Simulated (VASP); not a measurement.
A run of VASP 6.6.1 is set up as follows.

POSCAR

```
Sb
1.0
    0.0000000000      2.3684417777      2.3684417777
    2.3684417777      0.0000000000      2.3684417777
    2.3684417777      2.3684417777      0.0000000000
Sb
1
Direct
    0.0000000000      0.0000000000      0.0000000000
```

Contents of INCAR.step1:

```
SYSTEM = Sb
  PREC = Accurate
  ENCUT = 520
  EDIFF = 1E-5
  ISMEAR = -1
  SIGMA = 0.05
  LREAL = .False.
  LASPH = .True.
  NELM = 100
  ALGO = Normal
  ISIF = 2
  LWAVE = .True.
  GGA = PE
  NBANDS = 8
```

INCAR.step2

```
SYSTEM = Sb
  PREC = Accurate
  ENCUT = 520
  EDIFF = 1E-6
  ISMEAR = -1
  SIGMA = 0.05
  LREAL = .False.
  LASPH = .True.
  NELM = 100
  ALGO = Normal
  ISIF = 2
  LWAVE = .False.
  LCHARG = .True.
  GGA = PE
  LHFCALC = .True.
  AEXX = 0.25
  PRECFOCK = Normal
  LELF = .True.
  LVHAR = .True.
  ISTART = 1
  NBANDS = 8
```

Contents of KPOINTS:

```
Automatic mesh
0
Gamma
  5 5 5
  0 0 0
```

Potentials or basis: VASP PAW PBE potentials, release 64 (Sb).

The run is started by

```console
$ cat potpaw_PBE.64/Sb/POTCAR > POTCAR
$ cp INCAR.step1 INCAR
$ mpirun -np 1 vasp_std > vasp.out
$ cp INCAR.step2 INCAR
$ mpirun -np 1 vasp_std > vasp.out
```

(1) Predict the pressure.

## Answers

(1) -1.2 GPa.

Caveat: the k points lie up to 0.46 Å⁻¹ apart; the PAW data sets were made with another functional, which shifts forces and pressure a little.
